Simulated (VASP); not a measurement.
# KBr in VASP: a series of runs, part 2 of 2

VASP 6.6.1. Earlier steps stand in the parts before.

### Step 6. Single point, PBE (epitaxial xy strain +0.5%)

File INCAR:

```
PREC = Accurate
ENCUT = 520
EDIFF = 1E-6
ISMEAR = -1
SIGMA = 0.02
LREAL = False
LASPH = True
NELM = 80
ALGO = Normal
ISIF = 2
LWAVE = False
LCHARG = False
GGA = PE
NBANDS = 15
```

File KPOINTS:

```
regular mesh
0
Gamma
  6 6 6
```

File POSCAR:

```
KBr
1.0
    0.0000000000      3.3187590733      3.3011016647
    3.3187590733      0.0000000000      3.3011016647
    3.3187590733      3.3187590733      0.0000000000
K Br
1 1
Direct
    0.0000000000      0.0000000000      0.0000000000
    0.5000000000      0.5000000000      0.5000000000
```

Potentials or basis: VASP PAW PBE potentials, release 64 (K_sv, Br).

On the command line:

```bash
$ cat potpaw_PBE.64/K_sv/POTCAR potpaw_PBE.64/Br/POTCAR > POTCAR
$ mpirun -np 1 vasp_std > vasp.out
```

OUTCAR:

```text
PREC = Accurate
   ENCUT = 520
   EDIFF = 1E-6
   ISMEAR = -1
   LREAL = False
   LASPH = True
   NELM = 80
   ISIF = 2
   GGA = PE

 ion  position               nearest neighbor table
   1  0.000  0.000  0.000-   2 3.30   2 3.30
   2  0.500  0.500  0.500-   1 3.30   1 3.30

  LATTYP: Found a body centered tetragonal cell.
 ALAT       =     4.6934340917
 C/A-ratio  =     1.4066892600

  Lattice vectors:

 A1 = (   0.0000000000,  -3.3187590733,  -3.3011016647)
 A2 = (   0.0000000000,   3.3187590733,  -3.3011016647)
 A3 = (   3.3187590733,   0.0000000000,   3.3011016647)

Analysis of symmetry for initial positions (statically):
=====================================================================
 Subroutine PRICEL returns:
 Original cell was already a primitive cell.

 Routine SETGRP: Setting up the symmetry group for a
 body centered tetragonal supercell.

 Subroutine GETGRP returns: Found 16 space group operations
 (whereof 16 operations were pure point group operations)
 out of a pool of 16 trial point group operations.

The static configuration has the point symmetry D_4h.

Analysis of symmetry for dynamics (positions and initial velocities):
=====================================================================
 Subroutine PRICEL returns:
 Original cell was already a primitive cell.

 Routine SETGRP: Setting up the symmetry group for a
 body centered tetragonal supercell.

 Subroutine GETGRP returns: Found 16 space group operations
 (whereof 16 operations were pure point group operations)
 out of a pool of 16 trial point group operations.

The dynamic configuration has the point symmetry D_4h.

 Subroutine INISYM returns: Found 16 space group operations
 (whereof 16 operations are pure point group operations),
 and found     1 'primitive' translations

----------------------------------------------------------------------------------------

                                     Primitive cell

  volume of cell :      72.7177

  direct lattice vectors                    reciprocal lattice vectors
     0.000000000  3.318759073  3.301101665    -0.150658722  0.150658722  0.151464587
     3.318759073  0.000000000  3.301101665     0.150658722 -0.150658722  0.151464587
     3.318759073  3.318759073  0.000000000     0.150658722  0.150658722 -0.151464587

  length of vectors
     4.680965070  4.680965070  4.693434092     0.261414655  0.261414655  0.261414655

  position of ions in fractional coordinates (direct lattice)
     0.000000000  0.000000000  0.000000000
     0.500000000  0.500000000  0.500000000

  ion indices of the primitive-cell ions
   primitive index   ion index
                 1           1
                 2           2

----------------------------------------------------------------------------------------

 KPOINTS: regular mesh

Automatic generation of k-mesh.
 Grid dimensions read from file:
 generate k-points for:    6    6    6

 Generating k-lattice:

  Cartesian coordinates                     Fractional coordinates (reciprocal lattice)
    -0.025109787  0.025109787  0.025244098     0.166666667  0.000000000  0.000000000
     0.025109787 -0.025109787  0.025244098     0.000000000  0.166666667  0.000000000
     0.025109787  0.025109787 -0.025244098     0.000000000  0.000000000  0.166666667
[... 40 lines left out ...]
   number of dos      NEDOS =    301   number of ions     NIONS =      2
   total plane-waves  NPLWV =  46656
   dimension x,y,z NGX =    36 NGY =   36 NGZ =   36
   dimension x,y,z NGXF=    72 NGYF=   72 NGZF=   72
   ions per type =               1   1
   NGX,Y,Z   is equivalent  to a cutoff of  12.79, 12.79, 12.75 a.u.
   NGXF,Y,Z  is equivalent  to a cutoff of  25.57, 25.57, 25.50 a.u.
 SYSTEM =  unknown system
   PREC   = accura    normal or accurate (medium, high low for compatibility)
   ISTART =      0    job   : 0-new  1-cont  2-samecut
   ICHARG =      2    charge: 1-file 2-atom 10-const
   ISPIN  =      1    spin polarized calculation?
   LNONCOLLINEAR =      F non collinear calculations
   LSORBIT =      F    spin-orbit coupling
   LASPH  =      T    aspherical Exc in radial PAW
   ENCUT  =  520.0 eV  38.22 Ry    6.18 a.u.   8.70  8.70  8.73*2*pi/ulx,y,z
   NELM   =     80;   NELMIN=  2; NELMDL= -5     # of ELM steps
   EDIFF  = 0.1E-05   stopping-criterion for ELM
   LREAL  =      F    real-space projection
   EDIFFG = 0.1E-04   stopping-criterion for IOM
   NSW    =      0    number of steps for IOM
   IBRION =     -1    ionic relax: 0-MD 1-quasi-New 2-CG
   NFREE  =      0    steps in history (QN), initial steepest desc. (CG)
   ISIF   =      2    stress and relaxation
   ISYM   =      2    0-nonsym 1-usesym 2-fastsym
   POTIM  = 0.5000    time-step for ionic-motion
   TEBEG  =    0.0;   TEEND  =   0.0 temperature during run
   PSTRESS=    0.0 pullay stress
   NELECT =      16.0000    total number of electrons
   NUPDOWN=      -1.0000    fix difference up-down
   EMIN   =  10.00;   EMAX   =-10.00  energy-range for DOS
   EFERMI =   0.00;   METHOD = LEGACY
   ISMEAR =    -1;   SIGMA  =   0.02  broadening in eV -4-tet -1-fermi 0-gaus
   EFERMI_NEDOS =   21; number of points for ismear=-14 and -15
   IALGO  =     38    algorithm
   IMIX   =      4    mixing-type and parameters
     AMIX     =   0.40;   BMIX     =  1.00
     AMIX_MAG =   1.60;   BMIX_MAG =  1.00
  volume/ion in A,a.u.               =      36.36       245.36
  Fermi-wavevector in a.u.,A,eV,Ry     =   0.988329  1.867670 13.290082  0.976793
  Thomas-Fermi vector in A             =   2.119847
   LORBIT       =      0    0 simple, 1 ext, 2 COOP (PROOUT), +10 PAW based schemes
   GGA     = PE    functional components
   LHFCALC =     F    Hartree Fock is set to
   AEXX    =    0.0000 exact exchange contribution
   IVDW    =     0    specifies the selected vdW correction
   LEPSILON=     F    determine dielectric tensor
   LRPA    =     F    only Hartree local field effects (RPA)
 non-spin polarized calculation
  energy-cutoff  :      520.00
  volume of cell :       72.72
 maximum number of plane-waves:      1976
   NGX = 17   NGY = 17   NGZ = 17

 number of electron      15.9999997 magnetization

 Free energy of the ion-electron system (eV)
  ---------------------------------------------------
  ext. energy  EPLUGINS =         0.00000000
  ---------------------------------------------------
  free energy    TOTEN  =        -6.21848444 eV

  energy without entropy =       -6.21848444  energy(sigma->0) =       -6.21848444

 E-fermi :  -1.2859     XC(G=0):  -7.3241

 val. band max:       -1.7850709225   @ k =   0.0000   0.0000   0.0000
 cond. band min:       2.6161970603   @ k =   0.0000   0.0000   0.0000
 fundamental gap:      4.4012679828
 Fermi energy:        -1.2859434595

 k-point     1 :       0.0000    0.0000    0.0000
  band No.  band energies     occupation
      1     -29.5927      2.00000
      2     -14.0647      2.00000
      3     -13.0691      2.00000
      4     -13.0691      2.00000
      5     -13.0690      2.00000
      6      -1.7873      2.00000
      7      -1.7873      2.00000
      8      -1.7851      2.00000
      9       2.6162      0.00000
     10       5.8042      0.00000
     11       5.8042      0.00000
     12       5.8365      0.00000
     13       6.6189      0.00000
     14       6.6430      0.00000
[... 401 lines left out ...]
      2     -14.0522      2.00000
      3     -13.1254      2.00000
      4     -13.0958      2.00000
      5     -13.0288      2.00000
      6      -2.5804      2.00000
      7      -2.2061      2.00000
      8      -2.0768      2.00000
      9       4.5085      0.00000
     10       5.6116      0.00000
     11       7.0958      0.00000
     12       7.7459      0.00000
     13       7.9433      0.00000
     14       8.6399      0.00000
     15       9.1112      0.00000

 [... further k-points ...]

------------------------ aborting loop because EDIFF is reached ----------------------------------------

  FORCE on cell =-STRESS in cart. coord.  units (eV):
  Direction    XX          YY          ZZ          XY          YZ          ZX
  --------------------------------------------------------------------------------------
  -------------------------------------------------------------------------------------
  Total        0.2308622      0.2308622      0.3072290      0.0000000      0.0000000      0.0000000
  in kB        5.0865470      5.0865470      6.7691238      0.0000000      0.0000000      0.0000000
  external PRESSURE =       5.6474059 kB  Pullay stress =       0.0000000 kB

 VOLUME and BASIS-vectors are now :
 -----------------------------------------------------------------------------
  energy-cutoff  :      520.00
  volume of cell :       72.72
      direct lattice vectors                 reciprocal lattice vectors
     0.000000000  3.318759073  3.301101665    -0.150658722  0.150658722  0.151464587
     3.318759073  0.000000000  3.301101665     0.150658722 -0.150658722  0.151464587
     3.318759073  3.318759073  0.000000000     0.150658722  0.150658722 -0.151464587

 POSITION                                       TOTAL-FORCE (eV/Angst)
 -----------------------------------------------------------------------------------
      0.00000      0.00000      0.00000         0.000000     -0.000000      0.000000
      3.31876      3.31876      3.30110        -0.000000      0.000000     -0.000000
 -----------------------------------------------------------------------------------
    total drift:                                0.000000      0.000000      0.000000

  FREE ENERGIE OF THE ION-ELECTRON SYSTEM (eV)
  ---------------------------------------------------
  free  energy   TOTEN  =        -6.2184844364 eV

  energy  without entropy=       -6.2184844364  energy(sigma->0) =       -6.21848444
```

OSZICAR:

```text
N       E                     dE             d eps       ncg     rms          rms(c)
DAV:   1     0.100900480775E+03    0.10090E+03   -0.69133E+03   900   0.939E+02
DAV:   2     0.112073731998E-02   -0.10090E+03   -0.92829E+02  1175   0.227E+02
DAV:   3    -0.615350617229E+01   -0.61546E+01   -0.61211E+01  1266   0.497E+01
DAV:   4    -0.639207425382E+01   -0.23857E+00   -0.23853E+00  1309   0.851E+00
DAV:   5    -0.639386167271E+01   -0.17874E-02   -0.17874E-02  1258   0.852E-01    0.305E+00
DAV:   6    -0.621973786246E+01    0.17412E+00   -0.22030E-01  1131   0.224E+00    0.222E+00
DAV:   7    -0.620824211719E+01    0.11496E-01   -0.10820E-01  1215   0.176E+00    0.102E+00
DAV:   8    -0.621737156926E+01   -0.91295E-02   -0.12150E-02  1027   0.794E-01    0.115E-01
DAV:   9    -0.621817981826E+01   -0.80825E-03   -0.84737E-04  1201   0.178E-01    0.779E-02
DAV:  10    -0.621846543509E+01   -0.28562E-03   -0.28777E-04   942   0.981E-02    0.117E-02
DAV:  11    -0.621848253782E+01   -0.17103E-04   -0.27442E-05  1184   0.297E-02    0.577E-03
DAV:  12    -0.621848432529E+01   -0.17875E-05   -0.43105E-06   941   0.137E-02    0.164E-03
DAV:  13    -0.621848443635E+01   -0.11106E-06   -0.11634E-07   996   0.195E-03
   1 F= -.62184844E+01 E0= -.62184844E+01  d E =-.224648E-12
```

Run time: 39 s. Hardware: 1 thread of Intel Xeon 8259CL, shared host; peak memory 0.22 GiB.

Results:

| Quantity | Value |
| --- | --- |
| Free energy | -6.2185 eV |
| Pressure | 0.6 GPa |
| Band gap on the k mesh | 4.40 eV |

Stress tensor (GPa, compression positive):
```
0.51 0.00 0.00
0.00 0.51 0.00
0.00 0.00 0.68
```

Caveat: the cell differs from its parent crystal (epitaxial xy strain +0.5%).

### Step 7. The runs side by side

```csv
level,cell,k mesh,smearing,gap on the mesh (eV),pressure (GPa)
PBE,"a = 4.670, b = 4.670, c = 4.740 Å, angles 59.5, 59.5, 59.0°, 2 atoms",4 × 4 × 4,gaussian 0.01 eV,4.39,0.7
r2SCAN,"a = 4.437 Å, angles 60.0°, 2 atoms",6 × 6 × 6,gaussian 0.01 eV,5.56,3.7
r2SCAN,"a = 4.670 Å, angles 60.0°, 2 atoms",6 × 6 × 6,gaussian 0.01 eV,5.07,0.0
PBE,"a = 4.670, b = 4.658, c = 4.658 Å, angles 60.2, 59.9, 59.9°, 2 atoms",6 × 6 × 6,fermi-dirac 0.02 eV,4.44,0.8
PBE,"a = 4.681, b = 4.681, c = 4.693 Å, angles 59.9, 59.9, 60.2°, 2 atoms",6 × 6 × 6,fermi-dirac 0.02 eV,4.40,0.6
```

Alike in all rows: task single point; potentials or basis VASP PAW PBE potentials, release 64 (K_sv, Br); no spin polarisation; cutoff (eV) 520.

Caveats: the PAW data sets were made with another functional, which shifts forces and pressure a little (at least some runs); the cell stands under pressure (at least some runs).

Absolute energies hang on the potentials; compare differences alone.
